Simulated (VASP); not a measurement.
# Mn2B2S (P4/mmm) in VASP: single point with PBE

Aim: the single point of Mn2B2S with PBE.

Everything below comes from runs of VASP 6.6.1. Logs are shortened: lines on timing, memory, paths and dates and some standing lists are left out, and cuts for length are marked.

### 1 The cell of the first run

It takes space group P4/mmm (No. 123, tetragonal). Conventional cell: a = 2.635 Å, b = 2.635 Å, c = 8.477 Å, α = 90.00°, β = 90.00°, γ = 90.00°. Within 2.6 Å of Mn (site symmetry 4mm) lie 1 B at 1.95 Å and 1 S at 2.29 Å. B (site symmetry 4/mmm) has 4 B at 1.86 Å and 2 Mn at 1.95 Å within 2.5 Å. B (site symmetry 4/mmm) has 4 B at 1.86 Å within 2.5 Å. Within 3.0 Å of S (site symmetry 4/mmm) lie 2 Mn at 2.29 Å and 4 S at 2.63 Å.

### 2 Single point, PBE, collinear spin, ferromagnetic start

File INCAR:

```
SYSTEM = Mn2B2S
PREC     = Accurate       ! precision mode
ENCUT    = 520            ! plane-wave cutoff, eV
EDIFF    = 1E-7           ! SCF threshold, eV
ISMEAR   = 0              ! smearing method
SIGMA    = 0.1            ! smearing width, eV
LREAL    = .FALSE.        ! projectors in reciprocal space
LASPH    = .TRUE.         ! aspherical terms in the spheres
NELM     = 150            ! most SCF steps
ALGO     = Normal         ! electronic algorithm
ISIF     = 2              ! what is computed and relaxed
LWAVE    = .FALSE.        ! write WAVECAR
LCHARG   = .TRUE.         ! write CHGCAR
ISPIN    = 2              ! spin polarisation
MAGMOM   = -2.7 -2.7 0 0 0 ! initial moments
LORBIT   = 11             ! projections on sites
LMAXMIX  = 4              ! l up to which the mixer works
GGA      = PE             ! functional
LELF     = .TRUE.         ! ELF
LVHAR    = .TRUE.       
NBANDS   = 31             ! bands
```

File KPOINTS:

```
Automatic mesh
0
G
  14 14 6
  0 0 0
```

File POSCAR:

```
Mn2B2S
1.0
    2.6345595493      0.0000000000      0.0000000000
    0.0000000000      2.6345595493      0.0000000000
    0.0000000000      0.0000000000      8.4770987637
Mn B S
2 2 1
Direct
    0.0000000000      0.0000000000      0.7297665332
    0.0000000000      0.0000000000      0.2702334668
    0.0000000000      0.0000000000      0.5000000000
    0.5000000000      0.5000000000      0.5000000000
    0.0000000000      0.0000000000      0.0000000000
```

Potentials or basis: VASP PAW PBE potentials, release 64 (Mn_pv, B, S).

Launch:

```console
$ cat potpaw_PBE.64/Mn_pv/POTCAR potpaw_PBE.64/B/POTCAR potpaw_PBE.64/S/POTCAR > POTCAR
$ mpirun -np 1 vasp_std > vasp.out
```

OUTCAR:

```text
SYSTEM = Mn2B2S
   PREC = Accurate
   ENCUT = 520
   EDIFF = 1E-7
   ISMEAR = 0
   LREAL = .FALSE.
   LASPH = .TRUE.
   NELM = 150
   ISIF = 2
   ISPIN = 2
   LORBIT = 11
   GGA = PE

 ion  position               nearest neighbor table
   1  0.000  0.000  0.730-   3 1.95   5 2.29
   2  0.000  0.000  0.270-   3 1.95   5 2.29
   3  0.000  0.000  0.500-   4 1.86   4 1.86   4 1.86   4 1.86   1 1.95   2 1.95
   4  0.500  0.500  0.500-   3 1.86   3 1.86   3 1.86   3 1.86
   5  0.000  0.000  0.000-   1 2.29   2 2.29

  LATTYP: Found a simple tetragonal cell.
 ALAT       =     2.6345595493
 C/A-ratio  =     3.2176531238

  Lattice vectors:

 A1 = (   2.6345595493,   0.0000000000,   0.0000000000)
 A2 = (   0.0000000000,   2.6345595493,   0.0000000000)
 A3 = (   0.0000000000,   0.0000000000,   8.4770987637)

Analysis of symmetry for initial positions (statically):
=====================================================================
 Subroutine PRICEL returns:
 Original cell was already a primitive cell.

 Routine SETGRP: Setting up the symmetry group for a
 simple tetragonal supercell.

 Subroutine GETGRP returns: Found 16 space group operations
 (whereof 16 operations were pure point group operations)
 out of a pool of 16 trial point group operations.

The static configuration has the point symmetry D_4h.

Analysis of symmetry for dynamics (positions and initial velocities):
=====================================================================
 Subroutine PRICEL returns:
 Original cell was already a primitive cell.

 Routine SETGRP: Setting up the symmetry group for a
 simple tetragonal supercell.

 Subroutine GETGRP returns: Found 16 space group operations
 (whereof 16 operations were pure point group operations)
 out of a pool of 16 trial point group operations.

The dynamic configuration has the point symmetry D_4h.

Analysis of structural, dynamic, and magnetic symmetry:
=====================================================================
 Subroutine PRICEL returns:
 Original cell was already a primitive cell.

 Routine SETGRP: Setting up the symmetry group for a
 simple tetragonal supercell.

 Subroutine GETGRP returns: Found 16 space group operations
 (whereof 16 operations were pure point group operations)
 out of a pool of 16 trial point group operations.

The overall configuration has the point symmetry D_4h.

 Subroutine INISYM returns: Found 16 space group operations
 (whereof 16 operations are pure point group operations),
 and found     1 'primitive' translations

----------------------------------------------------------------------------------------

                                     Primitive cell

  volume of cell :      58.8387

  direct lattice vectors                    reciprocal lattice vectors
     2.634559549  0.000000000  0.000000000     0.379570088  0.000000000  0.000000000
     0.000000000  2.634559549  0.000000000     0.000000000  0.379570088  0.000000000
     0.000000000  0.000000000  8.477098764     0.000000000  0.000000000  0.117964887

  length of vectors
     2.634559549  2.634559549  8.477098764     0.379570088  0.379570088  0.117964887

  position of ions in fractional coordinates (direct lattice)
     0.000000000  0.000000000  0.729766533
     0.000000000  0.000000000  0.270233467
     0.000000000  0.000000000  0.500000000
     0.500000000  0.500000000  0.500000000
     0.000000000  0.000000000  0.000000000

  ion indices of the primitive-cell ions
   primitive index   ion index
                 1           1
                 2           2
                 3           3
                 4           4
                 5           5

----------------------------------------------------------------------------------------

 KPOINTS: Automatic mesh

Automatic generation of k-mesh.
 Grid dimensions read from file:
 generate k-points for:   14   14    6

 Generating k-lattice:

  Cartesian coordinates                     Fractional coordinates (reciprocal lattice)
     0.027112149  0.000000000  0.000000000     0.071428571  0.000000000  0.000000000
     0.000000000  0.027112149  0.000000000     0.000000000  0.071428571  0.000000000
     0.000000000  0.000000000  0.019660815     0.000000000  0.000000000  0.166666667

  Length of vectors
     0.027112149  0.027112149  0.019660815

  Shift w.r.t. Gamma in fractional coordinates (k-lattice)
     0.000000000  0.000000000  0.000000000

 Subroutine IBZKPT returns following result:
 ===========================================

 Found    144 irreducible k-points:

 Following reciprocal coordinates:
            Coordinates               Weight
  0.000000  0.000000  0.000000      1.000000
  0.071429  0.000000  0.000000      4.000000
  0.142857  0.000000  0.000000      4.000000
  0.214286  0.000000  0.000000      4.000000
  0.285714  0.000000  0.000000      4.000000
  0.357143  0.000000  0.000000      4.000000
[... 16 lines left out ...]
  0.285714  0.214286  0.000000      8.000000
  0.357143  0.214286  0.000000      8.000000
 [... further k-points ...]
   k-points           NKPTS =    144   k-points in BZ     NKDIM =    144   number of bands    NBANDS=     31
   number of dos      NEDOS =    301   number of ions     NIONS =      5
   total plane-waves  NPLWV =  25600
   dimension x,y,z NGX =    20 NGY =   20 NGZ =   64
   dimension x,y,z NGXF=    40 NGYF=   40 NGZF=  128
   ions per type =               2   2   1
   NGX,Y,Z   is equivalent  to a cutoff of  12.62, 12.62, 12.55 a.u.
   NGXF,Y,Z  is equivalent  to a cutoff of  25.24, 25.24, 25.10 a.u.
 SYSTEM =  Mn2B2S
   PREC   = accura    normal or accurate (medium, high low for compatibility)
   ISTART =      0    job   : 0-new  1-cont  2-samecut
   ICHARG =      2    charge: 1-file 2-atom 10-const
   ISPIN  =      2    spin polarized calculation?
   LNONCOLLINEAR =      F non collinear calculations
   LSORBIT =      F    spin-orbit coupling
   LASPH  =      T    aspherical Exc in radial PAW
   ENCUT  =  520.0 eV  38.22 Ry    6.18 a.u.   4.90  4.90 15.76*2*pi/ulx,y,z
   NELM   =    150;   NELMIN=  2; NELMDL= -5     # of ELM steps
   EDIFF  = 0.1E-06   stopping-criterion for ELM
   LREAL  =      F    real-space projection
   EDIFFG = 0.1E-05   stopping-criterion for IOM
   NSW    =      0    number of steps for IOM
   IBRION =     -1    ionic relax: 0-MD 1-quasi-New 2-CG
   NFREE  =      0    steps in history (QN), initial steepest desc. (CG)
   ISIF   =      2    stress and relaxation
   ISYM   =      2    0-nonsym 1-usesym 2-fastsym
   POTIM  = 0.5000    time-step for ionic-motion
   TEBEG  =    0.0;   TEEND  =   0.0 temperature during run
   PSTRESS=    0.0 pullay stress
   NELECT =      38.0000    total number of electrons
   NUPDOWN=      -1.0000    fix difference up-down
   EMIN   =  10.00;   EMAX   =-10.00  energy-range for DOS
   EFERMI =   0.00;   METHOD = LEGACY
   ISMEAR =     0;   SIGMA  =   0.10  broadening in eV -4-tet -1-fermi 0-gaus
   EFERMI_NEDOS =   21; number of points for ismear=-14 and -15
   IALGO  =     38    algorithm
   IMIX   =      4    mixing-type and parameters
     AMIX     =   0.40;   BMIX     =  1.00
     AMIX_MAG =   1.60;   BMIX_MAG =  1.00
  volume/ion in A,a.u.               =      11.77        79.41
  Fermi-wavevector in a.u.,A,eV,Ry     =   1.415082  2.674117 27.245082  2.002457
  Thomas-Fermi vector in A             =   2.536557
   LORBIT       =     11    0 simple, 1 ext, 2 COOP (PROOUT), +10 PAW based schemes
   GGA     = PE    functional components
   LHFCALC =     F    Hartree Fock is set to
   AEXX    =    0.0000 exact exchange contribution
   IVDW    =     0    specifies the selected vdW correction
   LEPSILON=     F    determine dielectric tensor
   LRPA    =     F    only Hartree local field effects (RPA)
 spin polarized calculation
 Gauss-broadening in eV      SIGMA  =   0.10
  energy-cutoff  :      520.00
  volume of cell :       58.84
 maximum number of plane-waves:      1608
 NGX is ok and might be reduce to    20
   NGX =  9   NGY =  9   NGZ = 31

 number of electron      37.9999987 magnetization      -5.3192767

 Free energy of the ion-electron system (eV)
  ---------------------------------------------------
  ext. energy  EPLUGINS =         0.00000000
  ---------------------------------------------------
  free energy    TOTEN  =       -31.75975016 eV

  energy without entropy =      -31.74294979  energy(sigma->0) =      -31.75134998

 E-fermi :   7.4510     XC(G=0): -11.7740

 val. band max:        7.4496738584   @ k =   0.5000   0.2143   0.3333
 cond. band min:       7.4516926905   @ k =   0.2857   0.1429   0.5000
 fundamental gap:      0.0020188320
 Fermi energy:         7.4510431397

 spin component 1

 k-point     1 :       0.0000    0.0000    0.0000
  band No.  band energies     occupation
      1     -39.0350      1.00000
      2     -39.0346      1.00000
      3     -38.5550      1.00000
      4     -38.5550      1.00000
      5     -38.5548      1.00000
      6     -38.5548      1.00000
[... 805 lines left out ...]
     30      17.1314      0.00000
     31      17.4823      0.00000

 [... further k-points ...]

 spin component 2

 k-point     1 :       0.0000    0.0000    0.0000
  band No.  band energies     occupation
      1     -41.6459      1.00000
      2     -41.6459      1.00000
      3     -41.4424      1.00000
      4     -41.4424      1.00000
      5     -41.4422      1.00000
      6     -41.4422      1.00000
[... 805 lines left out ...]
     30      16.3938      0.00000
     31      16.9126      0.00000

 [... further k-points ...]

------------------------ aborting loop because EDIFF is reached ----------------------------------------

  FORCE on cell =-STRESS in cart. coord.  units (eV):
  Direction    XX          YY          ZZ          XY          YZ          ZX
  --------------------------------------------------------------------------------------
  -------------------------------------------------------------------------------------
  Total       -0.0046878     -0.0046878      0.1490591      0.0000000      0.0000000      0.0000000
  in kB       -0.1276485     -0.1276485      4.0588754      0.0000000      0.0000000      0.0000000
  external PRESSURE =       1.2678595 kB  Pullay stress =       0.0000000 kB

 VOLUME and BASIS-vectors are now :
 -----------------------------------------------------------------------------
  energy-cutoff  :      520.00
  volume of cell :       58.84
      direct lattice vectors                 reciprocal lattice vectors
     2.634559549  0.000000000  0.000000000     0.379570088  0.000000000  0.000000000
     0.000000000  2.634559549  0.000000000     0.000000000  0.379570088  0.000000000
     0.000000000  0.000000000  8.477098764     0.000000000  0.000000000  0.117964887

 POSITION                                       TOTAL-FORCE (eV/Angst)
 -----------------------------------------------------------------------------------
      0.00000      0.00000      6.18630         0.000000     -0.000000      0.020016
      0.00000      0.00000      2.29080         0.000000      0.000000     -0.020016
      0.00000      0.00000      4.23855         0.000000     -0.000000      0.000000
      1.31728      1.31728      4.23855         0.000000     -0.000000      0.000000
      0.00000      0.00000      0.00000         0.000000     -0.000000      0.000000
 -----------------------------------------------------------------------------------
    total drift:                                0.000000      0.000000     -0.000000

  FREE ENERGIE OF THE ION-ELECTRON SYSTEM (eV)
  ---------------------------------------------------
  free  energy   TOTEN  =       -31.7597501640 eV

  energy  without entropy=      -31.7429497940  energy(sigma->0) =      -31.75134998

 total charge

# of ion       s       p       d       tot
------------------------------------------
    1        0.316   6.259   5.164  11.739
    2        0.316   6.259   5.164  11.739
    3        0.756   1.251   0.000   2.007
    4        0.669   1.007   0.000   1.677
    5        1.392   2.214   0.000   3.606
--------------------------------------------------
tot          3.449  16.991  10.328  30.768

 magnetization (x)

# of ion       s       p       d       tot
------------------------------------------
    1       -0.013  -0.020  -2.600  -2.634
    2       -0.013  -0.020  -2.600  -2.634
    3        0.031   0.072   0.000   0.103
    4       -0.008   0.076   0.000   0.068
    5        0.003  -0.040   0.000  -0.037
--------------------------------------------------
tot         -0.001   0.068  -5.201  -5.133
```

Run time: 14 min. Hardware: 1 thread of Intel Xeon 8259CL, shared host; peak memory 0.47 GiB.

Results:

```yaml
Free_energy: -31.7598 eV
Pressure: 0.1 GPa
Largest_force: 0.020 eV/Å
Net_moment: -5.32 μB per cell
Site_moments: Mn -2.63; B +0.10, +0.07; S -0.04 μB
Valence_electrons_inside_the_program's_atomic_spheres: Mn 11.74; B 2.01, 1.68; S 3.61
```

Forces in eV/Å, atoms in the order of the input:
```
Mn   0.000  0.000  0.020
Mn   0.000  0.000 -0.020
B    0.000  0.000  0.000
B    0.000  0.000  0.000
S    0.000  0.000  0.000
```

Caveat: only a ferromagnetic start was run, and an antiferromagnetic order may lie lower in energy.
